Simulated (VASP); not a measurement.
# TiO (Pm-3m) in VASP: notebook, part 2 of 2

VASP 6.6.1. The steps go on from the part before.

### 3 Single point, PBEsol (volume scaled by 0.97)

INCAR reads:

```
PREC     = Accurate       # precision mode
ENCUT    = 520            # plane-wave cutoff, eV
EDIFF    = 1E-7           # SCF threshold, eV
ISMEAR   = 0              # smearing method
SIGMA    = 0.1            # smearing width, eV
LREAL    = False          # projectors in reciprocal space
LASPH    = True           # aspherical terms in the spheres
NELM     = 80             # most SCF steps
ALGO     = Normal         # electronic algorithm
ISIF     = 2              # what is computed and relaxed
LWAVE    = False          # write WAVECAR
LCHARG   = False          # write CHGCAR
GGA      = PS             # functional
NBANDS   = 36             # bands
```

KPOINTS reads:

```
regular mesh
0
Gamma
  10 10 10
```

POSCAR reads:

```
TiO
1.0
    3.9927631364      0.0000000000      0.0000000000
    0.0000000000      3.9927631364      0.0000000000
    0.0000000000      0.0000000000      3.9927631364
Ti O
3 3
Direct
    0.5000000000      0.5000000000      0.0000000000
    0.0000000000      0.5000000000      0.5000000000
    0.5000000000      0.0000000000      0.5000000000
    0.0000000000      0.5000000000      0.0000000000
    0.5000000000      0.0000000000      0.0000000000
    0.0000000000      0.0000000000      0.5000000000
```

Potentials or basis: VASP PAW PBE potentials, release 64 (Ti_sv, O).

On the command line:

```console
$ cat potpaw_PBE.64/Ti_sv/POTCAR potpaw_PBE.64/O/POTCAR > POTCAR
$ mpirun -np 1 vasp_std > vasp.out
```

OUTCAR:

```text
PREC = Accurate
   ENCUT = 520
   EDIFF = 1E-7
   ISMEAR = 0
   LREAL = False
   LASPH = True
   NELM = 80
   ISIF = 2
   GGA = PS

 ion  position               nearest neighbor table
   1  0.500  0.500  0.000-   4 2.00   5 2.00   5 2.00   4 2.00   2 2.82   3 2.82   3 2.82   2 2.82
                             3 2.82   2 2.82   3 2.82   2 2.82
   2  0.000  0.500  0.500-   4 2.00   6 2.00   4 2.00   6 2.00   1 2.82   1 2.82   3 2.82   3 2.82
                             1 2.82   3 2.82   1 2.82   3 2.82
   3  0.500  0.000  0.500-   5 2.00   6 2.00   5 2.00   6 2.00   1 2.82   1 2.82   1 2.82   2 2.82
                             1 2.82   2 2.82   2 2.82   2 2.82
   4  0.000  0.500  0.000-   1 2.00   2 2.00   2 2.00   1 2.00
   5  0.500  0.000  0.000-   1 2.00   3 2.00   3 2.00   1 2.00
   6  0.000  0.000  0.500-   2 2.00   3 2.00   2 2.00   3 2.00

  LATTYP: Found a simple cubic cell.
 ALAT       =     3.9927631364

  Lattice vectors:

 A1 = (   3.9927631364,   0.0000000000,   0.0000000000)
 A2 = (   0.0000000000,   3.9927631364,   0.0000000000)
 A3 = (   0.0000000000,   0.0000000000,   3.9927631364)

Analysis of symmetry for initial positions (statically):
=====================================================================
 Subroutine PRICEL returns:
 Original cell was already a primitive cell.

 Routine SETGRP: Setting up the symmetry group for a
 simple cubic supercell.

 Subroutine GETGRP returns: Found 48 space group operations
 (whereof 48 operations were pure point group operations)
 out of a pool of 48 trial point group operations.

The static configuration has the point symmetry O_h .

Analysis of symmetry for dynamics (positions and initial velocities):
=====================================================================
 Subroutine PRICEL returns:
 Original cell was already a primitive cell.

 Routine SETGRP: Setting up the symmetry group for a
 simple cubic supercell.

 Subroutine GETGRP returns: Found 48 space group operations
[... 128 lines left out ...]
   IALGO  =     38    algorithm
   IMIX   =      4    mixing-type and parameters
     AMIX     =   0.40;   BMIX     =  1.00
     AMIX_MAG =   1.60;   BMIX_MAG =  1.00
  volume/ion in A,a.u.               =      10.61        71.59
  Fermi-wavevector in a.u.,A,eV,Ry     =   1.549765  2.928631 32.678089  2.401772
  Thomas-Fermi vector in A             =   2.654525
   LORBIT       =      0    0 simple, 1 ext, 2 COOP (PROOUT), +10 PAW based schemes
   GGA     = PS    functional components
   LHFCALC =     F    Hartree Fock is set to
   AEXX    =    0.0000 exact exchange contribution
   IVDW    =     0    specifies the selected vdW correction
   LEPSILON=     F    determine dielectric tensor
   LRPA    =     F    only Hartree local field effects (RPA)
 non-spin polarized calculation
 Gauss-broadening in eV      SIGMA  =   0.10
  energy-cutoff  :      520.00
  volume of cell :       63.65
 maximum number of plane-waves:      1743
 NGX is ok and might be reduce to    30
   NGX = 15   NGY = 15   NGZ = 15

 number of electron      53.9999971 magnetization

 Free energy of the ion-electron system (eV)
  ---------------------------------------------------
  ext. energy  EPLUGINS =         0.00000000
  ---------------------------------------------------
  free energy    TOTEN  =       -55.95461087 eV

  energy without entropy =      -55.92965878  energy(sigma->0) =      -55.94213483

 E-fermi :   8.7427     XC(G=0): -12.4206

 val. band max:        8.7355285871   @ k =   0.5000   0.5000   0.0000
 cond. band min:       8.7440997560   @ k =   0.4000   0.3000   0.2000
 fundamental gap:      0.0085711689
 Fermi energy:         8.7426833075

 k-point     1 :       0.0000    0.0000    0.0000
  band No.  band energies     occupation
      1     -48.1357      2.00000
      2     -47.9460      2.00000
      3     -47.9460      2.00000
      4     -24.7988      2.00000
      5     -24.7988      2.00000
      6     -24.7988      2.00000
[... 925 lines left out ...]
     35      11.9898      0.00000
     36      12.1111      0.00000

 [... further k-points ...]
[... 5 lines left out ...]
  --------------------------------------------------------------------------------------
  -------------------------------------------------------------------------------------
  Total        3.1074521      3.1074521      3.1074521     -0.0000000     -0.0000000      0.0000000
  in kB       78.2157801     78.2157801     78.2157801     -0.0000000     -0.0000000      0.0000000
  external PRESSURE =      78.2157801 kB  Pullay stress =       0.0000000 kB

 VOLUME and BASIS-vectors are now :
 -----------------------------------------------------------------------------
  energy-cutoff  :      520.00
  volume of cell :       63.65
      direct lattice vectors                 reciprocal lattice vectors
     3.992763136  0.000000000  0.000000000     0.250453124  0.000000000  0.000000000
     0.000000000  3.992763136  0.000000000     0.000000000  0.250453124  0.000000000
     0.000000000  0.000000000  3.992763136     0.000000000  0.000000000  0.250453124

 POSITION                                       TOTAL-FORCE (eV/Angst)
 -----------------------------------------------------------------------------------
      1.99638      1.99638      0.00000         0.000000      0.000000      0.000000
      0.00000      1.99638      1.99638         0.000000      0.000000      0.000000
      1.99638      0.00000      1.99638         0.000000      0.000000      0.000000
      0.00000      1.99638      0.00000         0.000000      0.000000      0.000000
      1.99638      0.00000      0.00000         0.000000      0.000000      0.000000
      0.00000      0.00000      1.99638         0.000000      0.000000      0.000000
 -----------------------------------------------------------------------------------
    total drift:                                0.000000      0.000000     -0.000000

  FREE ENERGIE OF THE ION-ELECTRON SYSTEM (eV)
  ---------------------------------------------------
  free  energy   TOTEN  =       -55.9546108723 eV

  energy  without entropy=      -55.9296587831  energy(sigma->0) =      -55.94213483
```

OSZICAR:

```text
N       E                     dE             d eps       ncg     rms          rms(c)
DAV:   1     0.779938120916E+03    0.77994E+03   -0.27524E+04  4160   0.189E+03
DAV:   2     0.620509221902E+02   -0.71789E+03   -0.69193E+03  4080   0.566E+02
DAV:   3    -0.571846589257E+02   -0.11924E+03   -0.11648E+03  6136   0.205E+02
DAV:   4    -0.655680491966E+02   -0.83834E+01   -0.83375E+01  5888   0.529E+01
DAV:   5    -0.659572382902E+02   -0.38919E+00   -0.38882E+00  5832   0.972E+00    0.288E+01
DAV:   6    -0.560518025144E+02    0.99054E+01   -0.55806E+01  5756   0.623E+01    0.100E+01
DAV:   7    -0.559600197912E+02    0.91783E-01   -0.56835E+00  5360   0.146E+01    0.673E+00
DAV:   8    -0.559477997488E+02    0.12220E-01   -0.59030E-01  5236   0.533E+00    0.123E+00
DAV:   9    -0.559505071101E+02   -0.27074E-02   -0.11059E-01  5596   0.206E+00    0.110E+00
DAV:  10    -0.559546395724E+02   -0.41325E-02   -0.15145E-02  4952   0.104E+00    0.152E-01
DAV:  11    -0.559546376841E+02    0.18883E-05   -0.25700E-03  6040   0.419E-01    0.101E-01
DAV:  12    -0.559546099772E+02    0.27707E-04   -0.40032E-04  5344   0.148E-01    0.167E-02
DAV:  13    -0.559546104678E+02   -0.49056E-06   -0.21842E-05  5548   0.355E-02    0.134E-02
DAV:  14    -0.559546108060E+02   -0.33822E-06   -0.51691E-06  4752   0.165E-02    0.189E-03
DAV:  15    -0.559546109426E+02   -0.13660E-06   -0.43494E-07  4732   0.415E-03    0.210E-03
DAV:  16    -0.559546108723E+02    0.70251E-07   -0.13141E-07  2740   0.337E-03
   1 F= -.55954611E+02 E0= -.55942135E+02  d E =-.249521E-01
```

It took 82 s on 1 thread of Intel Xeon 6975P-C (Granite Rapids), shared host; peak memory 0.23 GiB.

What came out:

| Property | Result |
| --- | --- |
| Free energy | -55.9546 eV |
| Pressure | 7.8 GPa |
| Band gap on the k mesh | zero (band 27 reaches 9.16 eV, above the bottom of band 28 at 7.06 eV) |

Levels at points of the mesh, in eV from the Fermi level:
| k point | band 24 | band 25 | band 26 | band 27 | band 28 | band 29 | band 30 | band 31 |
| --- | --- | --- | --- | --- | --- | --- | --- | --- |
| (0.00, 0.00, 0.00) | -3.12 | -3.12 | -1.68 | -1.68 | -1.68 | 1.40 | 1.40 | 1.40 |
| (0.50, 0.00, 0.00) | -3.82 | -2.75 | -1.25 | 0.42 | 0.42 | 0.75 | 1.42 | 1.68 |
| (0.50, 0.50, 0.00) | -2.64 | -1.36 | -0.83 | -0.01 | -0.01 | 2.02 | 2.08 | 2.14 |
| (0.50, 0.50, 0.50) | -3.10 | -0.71 | -0.71 | -0.71 | 0.69 | 2.86 | 2.86 | 2.86 |

Caveat: the PAW data sets were made with another functional, which shifts forces and pressure a little; semilocal functionals often make such compounds metallic where correlation or magnetic order opens a gap, which also shifts bond lengths.

### 4 Single point, PBEsol (volume scaled by 1.03)

INCAR reads:

```
PREC = Accurate ; ENCUT = 520
EDIFF = 1E-7 ; ISMEAR = 0
SIGMA = 0.1 ; LREAL = F
LASPH = T ; NELM = 100
ALGO = Normal ; ISIF = 2
LWAVE = F ; LCHARG = F
GGA = PS ; NBANDS = 36
```

KPOINTS is that of step 3.

Edit POSCAR of step 3 so:

```diff
@@ -2,5 +2,5 @@
 1.0
-    3.9927631364      0.0000000000      0.0000000000
-    0.0000000000      3.9927631364      0.0000000000
-    0.0000000000      0.0000000000      3.9927631364
+    4.0734467560      0.0000000000      0.0000000000
+    0.0000000000      4.0734467560      0.0000000000
+    0.0000000000      0.0000000000      4.0734467560
 Ti O
```

On the command line:

```console
$ cat potpaw_PBE.64/Ti_sv/POTCAR potpaw_PBE.64/O/POTCAR > POTCAR
$ mpirun -np 1 vasp_std > vasp.out
```

Wall time 69 s (1 thread of Intel Xeon 6975P-C (Granite Rapids), shared host); peak memory 0.24 GiB.

The run converged. Its results:

```
Free energy            : -55.9760 eV
Pressure               : -5.8 GPa
Band gap on the k mesh : zero (band 27 reaches 8.41 eV, above the bottom of band 28 at 6.49 eV)
```

Levels at points of the mesh, in eV from the Fermi level:
| k point | band 23 | band 24 | band 25 | band 26 | band 27 | band 28 | band 29 | band 30 | band 31 | band 32 |
| --- | --- | --- | --- | --- | --- | --- | --- | --- | --- | --- |
| (0.00, 0.00, 0.00) | -2.96 | -2.96 | -2.96 | -1.52 | -1.52 | -1.52 | 1.32 | 1.32 | 1.32 | 2.12 |
| (0.50, 0.00, 0.00) | -3.62 | -3.62 | -2.61 | -1.12 | 0.40 | 0.40 | 0.74 | 1.32 | 1.56 | 1.56 |
| (0.50, 0.50, 0.00) | -4.88 | -2.50 | -1.33 | -0.77 | -0.01 | -0.01 | 1.89 | 1.93 | 1.99 | 1.99 |
| (0.50, 0.50, 0.50) | -2.92 | -2.92 | -0.65 | -0.65 | -0.65 | 0.53 | 2.64 | 2.64 | 2.64 | 2.77 |

Caveat: the PAW data sets were made with another functional, which shifts forces and pressure a little; semilocal functionals often make such compounds metallic where correlation or magnetic order opens a gap, which also shifts bond lengths.

### 5 Overview

| cell | gap on the mesh (eV) | pressure (GPa) |
| --- | --- | --- |
| a = 3.951 Å, 6 atoms | none | 16.4 |
| a = 3.993 Å, 6 atoms | none | 7.8 |
| a = 4.073 Å, 6 atoms | none | -5.8 |

Alike in all rows: task single point; level PBEsol; potentials or basis VASP PAW PBE potentials, release 64 (Ti_sv, O); no spin polarisation; k mesh 10 × 10 × 10; cutoff (eV) 520; smearing gaussian 0.1 eV.

Caveats: the PAW data sets were made with another functional, which shifts forces and pressure a little; semilocal functionals often make such compounds metallic where correlation or magnetic order opens a gap, which also shifts bond lengths.

Absolute energies hang on the potentials; compare differences alone.
